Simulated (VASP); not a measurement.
# Rb7Cl8 (a cell with a defect) in VASP: notebook

The runs below take Rb7Cl8 (a cell with a defect) through single point, with PBE.

All numbers are computed with VASP 6.6.1; they aren't measurements. Logs are shortened: lines on timing, memory, paths and dates and some standing lists are left out, and cuts for length are marked.

## Step 1: The cell of the first run

The cell holds a defect, 15 atoms: a = 9.493 Å, b = 9.493 Å, c = 9.493 Å, α = 60.00°, β = 60.00°, γ = 60.00°.

## Step 2: Single point, PBE

INCAR reads:

```
ALGO = Normal
EDIFF = 1E-6
ENCUT = 520
GGA = PE
ISIF = 2
ISMEAR = -1
LASPH = True
LCHARG = False
LREAL = Auto
LWAVE = False
NBANDS = 72
NELM = 80
PREC = Accurate
SIGMA = 0.05
```

KPOINTS reads:

```
k-points
0
Gamma
  1 1 1
```

POSCAR reads:

```
Rb7Cl8
1.0
    0.0000000000      6.7126200000      6.7126200000
    6.7126200000      0.0000000000      6.7126200000
    6.7126200000      6.7126200000      0.0000000000
Rb Cl
7 8
Direct
    0.0776373458     -0.1645184742      0.0172436396
   -0.0520437623      0.4260110061      0.1282733121
   -0.0204614592      0.6425136534      0.4825612056
    0.3574833672      0.1184112910     -0.0234856137
    0.4438803329      0.0140183714      0.4768778808
    0.7164490169      0.4452136424     -0.0617121184
    0.5384931666      0.4529825910      0.5063447655
    0.2311616031      0.4025700844      0.2534181884
    0.1216440079      0.3445376023      0.7710178738
    0.3658556570      0.6809487205      0.2190724337
    0.2197279155      0.7789283469      0.6798016274
    0.8593291442      0.1318784618      0.2098509971
    0.7019539315      0.2257613272      0.7603513978
    0.7056410165      0.7555917064      0.2784754686
    0.6465731711      0.8373779538      0.7650812946
```

Potentials or basis: VASP PAW PBE potentials, release 64 (Rb_sv, Cl).

Command:

```console
cat potpaw_PBE.64/Rb_sv/POTCAR potpaw_PBE.64/Cl/POTCAR > POTCAR
mpirun -np 1 vasp_gam > vasp.out
```

OUTCAR:

```text
EDIFF = 1E-6
   ENCUT = 520
   GGA = PE
   ISIF = 2
   ISMEAR = -1
   LASPH = True
   LREAL = Auto
   NELM = 80
   PREC = Accurate

 ion  position               nearest neighbor table
   1  0.078  0.835  0.017-  11 3.01  12 3.33  14 3.35  10 3.42   8 3.48   3 3.64   2 4.14   4 4.41
                             5 4.54   6 4.92   6 5.18   5 5.39   2 5.64
   2  0.948  0.426  0.128-  12 2.94   9 3.25   8 3.32  14 3.33   6 3.37   4 3.60   7 3.75   1 4.14
                             3 4.92   3 5.30   1 5.64   5 5.71   7 5.76
   3  0.980  0.643  0.483-   9 3.07   8 3.15  10 3.33  15 3.35  14 3.44   1 3.64   6 3.77  12 3.90
                             5 4.52   7 4.76   2 4.92   7 5.20   2 5.30   5 5.37   4 5.80
   4  0.357  0.118  0.977-   9 2.97  13 3.24  15 3.35  10 3.58   2 3.60   8 4.04  12 4.06   7 4.07
                             1 4.41   5 4.75   5 4.91   6 5.38   6 5.44   6 5.65   3 5.80
   5  0.444  0.014  0.477-  11 3.09  14 3.10   8 3.35  15 3.38  12 3.85   9 4.20   3 4.52   1 4.54
                             4 4.75   7 4.82   7 4.84   4 4.91   6 5.10   6 5.36   3 5.37   1 5.39
   6  0.716  0.445  0.938-  12 3.02  15 3.08   9 3.16  13 3.35   2 3.37  10 3.58   3 3.77   8 4.15
                             7 4.81   1 4.92   5 5.10   7 5.12   1 5.18   5 5.36   4 5.38   4 5.44
   7  0.538  0.453  0.506-  13 2.84  10 3.13  14 3.22  11 3.49   2 3.75   9 3.82   4 4.07  12 4.15
                             3 4.76   6 4.81   5 4.82   5 4.84   6 5.12   3 5.20   2 5.76
   8  0.231  0.403  0.253-   3 3.15   2 3.32   5 3.35   1 3.48   4 4.04   6 4.15
   9  0.122  0.345  0.771-   4 2.97   3 3.07   6 3.16   2 3.25   7 3.82   5 4.20
  10  0.366  0.681  0.219-   7 3.13   3 3.33   1 3.42   6 3.58   4 3.58
  11  0.220  0.779  0.680-   1 3.01   5 3.09   7 3.49
  12  0.859  0.132  0.210-   2 2.94   6 3.02   1 3.33   5 3.85   3 3.90   4 4.06   7 4.15
  13  0.702  0.226  0.760-   7 2.84   4 3.24   6 3.35
  14  0.706  0.756  0.278-   5 3.10   7 3.22   2 3.33   1 3.35   3 3.44
  15  0.647  0.837  0.765-   6 3.08   4 3.35   3 3.35   5 3.38

  LATTYP: Found a face centered cubic cell.
 ALAT       =    13.4252400000

  Lattice vectors:

 A1 = (   0.0000000000,   6.7126200000,   6.7126200000)
 A2 = (   6.7126200000,   0.0000000000,   6.7126200000)
 A3 = (   6.7126200000,   6.7126200000,   0.0000000000)

Analysis of symmetry for initial positions (statically):
=====================================================================
 Subroutine PRICEL returns:
 Original cell was already a primitive cell.

 Routine SETGRP: Setting up the symmetry group for a
 face centered cubic supercell.

 Subroutine GETGRP returns: Found  1 space group operations
 (whereof  1 operations were pure point group operations)
 out of a pool of 48 trial point group operations.

The static configuration has the point symmetry C_1 .

Analysis of symmetry for dynamics (positions and initial velocities):
=====================================================================
 Subroutine PRICEL returns:
 Original cell was already a primitive cell.

 Routine SETGRP: Setting up the symmetry group for a
 face centered cubic supercell.

 Subroutine GETGRP returns: Found  1 space group operations
 (whereof  1 operations were pure point group operations)
 out of a pool of 48 trial point group operations.

The dynamic configuration has the point symmetry C_1 .

 Subroutine INISYM returns: Found  1 space group operations
 (whereof  1 operations are pure point group operations),
 and found     1 'primitive' translations

----------------------------------------------------------------------------------------

                                     Primitive cell

  volume of cell :     604.9315

  direct lattice vectors                    reciprocal lattice vectors
     0.000000000  6.712620000  6.712620000    -0.074486564  0.074486564  0.074486564
     6.712620000  0.000000000  6.712620000     0.074486564 -0.074486564  0.074486564
     6.712620000  6.712620000  0.000000000     0.074486564  0.074486564 -0.074486564

  length of vectors
     9.493078243  9.493078243  9.493078243     0.129014514  0.129014514  0.129014514

  position of ions in fractional coordinates (direct lattice)
     0.077637346  0.835481526  0.017243640
     0.947956238  0.426011006  0.128273312
     0.979538541  0.642513653  0.482561206
     0.357483367  0.118411291  0.976514386
     0.443880333  0.014018371  0.476877881
     0.716449017  0.445213642  0.938287882
     0.538493167  0.452982591  0.506344766
     0.231161603  0.402570084  0.253418188
     0.121644008  0.344537602  0.771017874
     0.365855657  0.680948720  0.219072434
     0.219727916  0.778928347  0.679801627
     0.859329144  0.131878462  0.209850997
     0.701953932  0.225761327  0.760351398
     0.705641017  0.755591706  0.278475469
     0.646573171  0.837377954  0.765081295

  ion indices of the primitive-cell ions
   primitive index   ion index
                 1           1
                 2           2
                 3           3
                 4           4
                 5           5
                 6           6
                 7           7
                 8           8
                 9           9
                10          10
                11          11
                12          12
                13          13
                14          14
                15          15

----------------------------------------------------------------------------------------

 KPOINTS: k-points

Automatic generation of k-mesh.
 Grid dimensions read from file:
 generate k-points for:    1    1    1

 Generating k-lattice:

  Cartesian coordinates                     Fractional coordinates (reciprocal lattice)
    -0.074486564  0.074486564  0.074486564     1.000000000  0.000000000  0.000000000
     0.074486564 -0.074486564  0.074486564     0.000000000  1.000000000  0.000000000
     0.074486564  0.074486564 -0.074486564     0.000000000  0.000000000  1.000000000

  Length of vectors
     0.129014514  0.129014514  0.129014514

  Shift w.r.t. Gamma in fractional coordinates (k-lattice)
     0.000000000  0.000000000  0.000000000

 Subroutine IBZKPT returns following result:
 ===========================================

 Found      1 irreducible k-points:

 Following reciprocal coordinates:
            Coordinates               Weight
  0.000000  0.000000  0.000000      1.000000
   k-points           NKPTS =      1   k-points in BZ     NKDIM =      1   number of bands    NBANDS=     72
   number of dos      NEDOS =    301   number of ions     NIONS =     15
   total plane-waves  NPLWV = 373248
   dimension x,y,z NGX =    72 NGY =   72 NGZ =   72
   dimension x,y,z NGXF=   144 NGYF=  144 NGZF=  144
   ions per type =               7   8
   NGX,Y,Z   is equivalent  to a cutoff of  12.61, 12.61, 12.61 a.u.
   NGXF,Y,Z  is equivalent  to a cutoff of  25.22, 25.22, 25.22 a.u.
 SYSTEM =  unknown system
   PREC   = accura    normal or accurate (medium, high low for compatibility)
   ISTART =      0    job   : 0-new  1-cont  2-samecut
   ICHARG =      2    charge: 1-file 2-atom 10-const
   ISPIN  =      1    spin polarized calculation?
   LNONCOLLINEAR =      F non collinear calculations
   LSORBIT =      F    spin-orbit coupling
   LASPH  =      T    aspherical Exc in radial PAW
   ENCUT  =  520.0 eV  38.22 Ry    6.18 a.u.  17.65 17.65 17.65*2*pi/ulx,y,z
   NELM   =     80;   NELMIN=  2; NELMDL= -5     # of ELM steps
   EDIFF  = 0.1E-05   stopping-criterion for ELM
   LREAL  =      T    real-space projection
   EDIFFG = 0.1E-04   stopping-criterion for IOM
   NSW    =      0    number of steps for IOM
[... 5 lines left out ...]
   TEBEG  =    0.0;   TEEND  =   0.0 temperature during run
   PSTRESS=    0.0 pullay stress
   NELECT =     119.0000    total number of electrons
   NUPDOWN=      -1.0000    fix difference up-down
   EMIN   =  10.00;   EMAX   =-10.00  energy-range for DOS
   EFERMI =   0.00;   METHOD = LEGACY
   ISMEAR =    -1;   SIGMA  =   0.05  broadening in eV -4-tet -1-fermi 0-gaus
   EFERMI_NEDOS =   21; number of points for ismear=-14 and -15
   IALGO  =     38    algorithm
   IMIX   =      4    mixing-type and parameters
     AMIX     =   0.40;   BMIX     =  1.00
     AMIX_MAG =   1.60;   BMIX_MAG =  1.00
  volume/ion in A,a.u.               =      40.33       272.15
  Fermi-wavevector in a.u.,A,eV,Ry     =   0.952113  1.799232 12.333938  0.906519
  Thomas-Fermi vector in A             =   2.080646
   LORBIT       =      0    0 simple, 1 ext, 2 COOP (PROOUT), +10 PAW based schemes
   GGA     = PE    functional components
[... 5 lines left out ...]
 non-spin polarized calculation
  energy-cutoff  :      520.00
  volume of cell :      604.93
 maximum number of plane-waves:      8181
 NGX is ok and might be reduce to    70
   NGX = 35   NGY = 35   NGZ = 35

 number of electron     119.0000000 magnetization

 Free energy of the ion-electron system (eV)
  ---------------------------------------------------
  ext. energy  EPLUGINS =         0.00000000
  ---------------------------------------------------
  free energy    TOTEN  =       -44.75417198 eV

  energy without entropy =      -44.60945142  energy(sigma->0) =      -44.68181170

 E-fermi :  -2.0363     XC(G=0):  -6.7843

 val. band max:       -2.0924315928   @ k =   0.0000   0.0000   0.0000
 cond. band min:       2.2950822923   @ k =   0.0000   0.0000   0.0000
 fundamental gap:      4.3875138852
 Fermi energy:        -2.0363332909

 k-point     1 :       0.0000    0.0000    0.0000
  band No.  band energies     occupation
      1     -27.3569      2.00000
      2     -26.9735      2.00000
      3     -26.7090      2.00000
      4     -26.6954      2.00000
      5     -26.6123      2.00000
      6     -26.5603      2.00000
[... 63 lines left out ...]
     70       5.0881      0.00000
     71       5.1317      0.00000
 [bands above 71 left out]

------------------------ aborting loop because EDIFF is reached ----------------------------------------

  FORCE on cell =-STRESS in cart. coord.  units (eV):
  Direction    XX          YY          ZZ          XY          YZ          ZX
  --------------------------------------------------------------------------------------
  -------------------------------------------------------------------------------------
  Total        1.4177037      5.3796244      3.8412047      2.4953849     -1.4515594     -0.8461555
  in kB        3.7548265     14.2480803     10.1735342      6.6090942     -3.8444943     -2.2410657
  external PRESSURE =       9.3921470 kB  Pullay stress =       0.0000000 kB

 VOLUME and BASIS-vectors are now :
 -----------------------------------------------------------------------------
  energy-cutoff  :      520.00
  volume of cell :      604.93
      direct lattice vectors                 reciprocal lattice vectors
     0.000000000  6.712620000  6.712620000    -0.074486564  0.074486564  0.074486564
     6.712620000  0.000000000  6.712620000     0.074486564 -0.074486564  0.074486564
     6.712620000  6.712620000  0.000000000     0.074486564  0.074486564 -0.074486564

 POSITION                                       TOTAL-FORCE (eV/Angst)
 -----------------------------------------------------------------------------------
      5.72402      0.63690      6.12942         0.217465     -0.119964      0.080071
      3.72070      7.22432      9.22292         0.523535      0.211663      0.742704
      7.55220      9.81452     10.88822         0.275398     -0.116813      0.238638
      7.34982      8.95462      3.19450        -0.359966      0.889204     -0.044892
      3.29520      6.18070      3.07370         0.190035      0.012309      0.234487
      9.28692     11.10762      7.79780        -0.093161     -0.686008     -0.665745
      6.43960      7.01360      6.65540         0.284020     -0.788392     -0.065737
      4.40340      3.25280      4.25400        -0.382338     -0.193703     -0.115617
      7.48830      5.99210      3.12930        -0.132712     -0.033289      0.103535
      6.04150      3.92640      7.02680        -0.089063     -0.219924      0.111598
      9.79190      6.03820      6.70360        -0.330130      0.008146     -0.151391
      2.29390      7.17700      6.65360        -0.041927      0.359154     -0.563671
      6.61940      9.81590      6.22740         0.243947      0.746014     -0.018120
      6.94130      6.60600      9.80870        -0.355525      0.202361      0.036450
     10.75670      9.47590      9.96120         0.050422     -0.270758      0.077690
 -----------------------------------------------------------------------------------
    total drift:                                0.001030     -0.001334      0.000192

  FREE ENERGIE OF THE ION-ELECTRON SYSTEM (eV)
  ---------------------------------------------------
  free  energy   TOTEN  =       -44.7541719781 eV

  energy  without entropy=      -44.6094514233  energy(sigma->0) =      -44.68181170
```

It took 2.7 min on 1 thread of Intel Xeon 6975P-C, shared host; peak memory 0.69 GiB.

Results:

```
Free energy   : -44.7542 eV
Pressure      : 0.9 GPa
Largest force : 0.960 eV/Å
```

Forces on the atoms (eV/Å):
```
Rb   0.217 -0.120  0.080
Rb   0.524  0.212  0.743
Rb   0.275 -0.117  0.239
Rb  -0.360  0.889 -0.045
Rb   0.190  0.012  0.234
Rb  -0.093 -0.686 -0.666
Rb   0.284 -0.788 -0.066
Cl  -0.382 -0.194 -0.116
Cl  -0.133 -0.033  0.104
Cl  -0.089 -0.220  0.112
Cl  -0.330  0.008 -0.151
Cl  -0.042  0.359 -0.564
Cl   0.244  0.746 -0.018
Cl  -0.356  0.202  0.036
Cl   0.050 -0.271  0.078
```

Levels at points of the mesh, in eV from the Fermi level:
```tsv
k point	band 56	band 57	band 58	band 59	band 60	band 61	band 62	band 63	band 64	band 65
(0.00, 0.00, 0.00)	-0.22	-0.20	-0.14	-0.09	-0.06	4.33	6.18	6.42	6.52	6.60
```

Caveat: the k points lie up to 0.81 Å⁻¹ apart; an odd number of electrons without spin polarisation forces a metal; a magnetic or distorted state may lie lower.

## Step 3: Single point, PBE

INCAR reads:

```
SYSTEM = Rb7Cl8
ALGO = Normal ; EDIFF = 1E-7
ENCUT = 520 ; GGA = PE
ISIF = 2 ; ISMEAR = -1
LASPH = .True. ; LCHARG = .True.
LELF = .True. ; LREAL = Auto
LVHAR = .True. ; LWAVE = .False.
NBANDS = 72 ; NELM = 80
PREC = Accurate ; SIGMA = 0.05
```

KPOINTS reads:

```
k-points
0
Gamma
  1 1 1
  0 0 0
```

POSCAR reads:

```
Rb7Cl8
1.0
    0.0000000000      6.7126200000      6.7126200000
    6.7126200000      0.0000000000      6.7126200000
    6.7126200000      6.7126200000      0.0000000000
Rb Cl
7 8
Direct
    0.0761103712     -0.1036257080     -0.0637604989
   -0.0500251765      0.4170800671      0.1746114036
   -0.0644308780      0.7936841353      0.5747830206
    0.4836636068      0.0100035456      0.0642148669
    0.4172066943      0.1035884647      0.4154935033
    0.6513850032      0.3667718417     -0.0589784615
    0.4851533380      0.4014751319      0.5409437746
    0.3109441619      0.3605671109      0.0691160828
    0.1863355888      0.2596005732      0.8014456352
    0.5182477185      0.6081232067      0.1306941254
    0.2466399111      0.8673513472      0.5555952817
    0.7407688801      0.2147149697      0.2656041903
    0.7924327610      0.0924229288      0.7371786277
    0.7386460130      0.7857215216      0.2935292032
    0.4682374393      0.8380781275      0.7917176900
```

Potentials or basis: VASP PAW PBE potentials, release 64 (Rb_sv, Cl).

Command:

```console
cat potpaw_PBE.64/Rb_sv/POTCAR potpaw_PBE.64/Cl/POTCAR > POTCAR
mpirun -np 1 vasp_gam > vasp.out
```

It took 2.4 min on 1 thread of Intel Xeon 6975P-C, shared host; peak memory 0.69 GiB.

It converged, with:

```
Free energy   : -44.7848 eV
Pressure      : 1.3 GPa
Largest force : 1.202 eV/Å
```

Forces in eV/Å, atoms in the order of the input:
```
Rb   0.116 -0.006 -0.016
Rb   0.357 -0.347 -0.046
Rb   0.135 -0.250 -0.008
Rb  -0.905  0.023 -0.792
Rb   0.494  0.287  0.518
Rb  -0.566 -0.042  0.957
Rb   0.402  0.185  0.226
Cl   0.583 -0.220  0.111
Cl   0.206 -0.365 -0.164
Cl   0.354 -0.109  0.260
Cl  -0.553 -0.225 -1.017
Cl  -0.240  0.508 -0.413
Cl   0.134 -0.189  0.113
Cl  -0.325  0.199  0.143
Cl  -0.193  0.551  0.128
```

Stress tensor (GPa, compression positive):
```
 0.97 -0.04  0.05
-0.04  0.58  0.79
 0.05  0.79  2.29
```

Levels at points of the mesh, in eV from the Fermi level:
```tsv
k point	band 56	band 57	band 58	band 59	band 60	band 61	band 62	band 63	band 64	band 65
(0.00, 0.00, 0.00)	-0.44	-0.41	-0.24	-0.17	-0.01	3.80	5.77	5.81	6.01	6.15
```

Caveat: the k points lie up to 0.81 Å⁻¹ apart; an odd number of electrons without spin polarisation forces a metal; a magnetic or distorted state may lie lower.

## Step 4: Single point, PBE

INCAR reads:

```
ALGO = Normal
EDIFF = 1E-7
ENCUT = 520
GGA = PE
ISIF = 2
ISMEAR = -1
LASPH = T
LCHARG = F
LREAL = Auto
LWAVE = F
NBANDS = 72
NELM = 80
PREC = Accurate
SIGMA = 0.05
```

KPOINTS reads:

```
k-points
0
Gamma
  1 1 1
```

POSCAR reads:

```
Rb7Cl8
1.0
    0.0000000000      6.7126200000      6.7126200000
    6.7126200000      0.0000000000      6.7126200000
    6.7126200000      6.7126200000      0.0000000000
Rb Cl
7 8
Direct
    0.1263366614     -0.0606395118     -0.1324892516
   -0.0674550325      0.4144581400      0.2035866770
   -0.1111860943      0.8002315042      0.5604741517
    0.5741424362     -0.1203702876      0.1222920410
    0.2942815175      0.2297016664      0.4420479634
    0.6967473207      0.4223239212     -0.1707678969
    0.3596956181      0.4449678367      0.6885091067
    0.3553232568      0.2565391755      0.0803337594
    0.1079906207      0.3900116497      0.6928442248
    0.5574202025      0.4110987960      0.2260145815
    0.2331280484      0.8897271110      0.4701889873
    0.7838444601      0.1110073265      0.2601443252
    0.8345176697      0.0593210997      0.7151008101
    0.9472083926      0.6941179450      0.2459471860
    0.4877976111      0.8731315045      0.7943843090
```

Command:

```console
cat potpaw_PBE.64/Rb_sv/POTCAR potpaw_PBE.64/Cl/POTCAR > POTCAR
mpirun -np 1 vasp_gam > vasp.out
```

Run time: 2.4 min. Hardware: 1 thread of Intel Xeon 6975P-C, shared host; peak memory 0.69 GiB.

The run converged. Its results:

- Free energy: -44.5722 eV
- Pressure: 1.2 GPa
- Largest force: 2.058 eV/Å

Forces on the atoms (eV/Å):
```
Rb   0.256 -0.157 -0.482
Rb  -0.628  0.219 -0.524
Rb   0.063  0.062  0.258
Rb  -0.109 -0.170 -0.017
Rb  -1.179 -0.060 -0.244
Rb   0.129  0.147 -0.249
Rb   0.009  0.965  1.327
Cl   0.018 -0.578  0.434
Cl   0.985 -0.852 -1.594
Cl   0.698 -0.214  0.816
Cl  -0.344  0.530 -0.065
Cl  -0.533 -0.084  0.091
Cl   0.792 -0.192  0.098
Cl   0.186 -0.033 -0.008
Cl  -0.343  0.418  0.160
```

Stress tensor (GPa, compression positive):
```
 1.36 -0.05 -0.10
-0.05  1.05  0.78
-0.10  0.78  1.33
```

Levels at points of the mesh, in eV from the Fermi level:
```csv
k point,band 58,band 59,band 60,band 61,band 62,band 63
"(0.00, 0.00, 0.00)",-0.69,-0.19,0.00,3.15,4.84,5.10
```

Caveat: the k points lie up to 0.81 Å⁻¹ apart; an odd number of electrons without spin polarisation forces a metal; a magnetic or distorted state may lie lower.
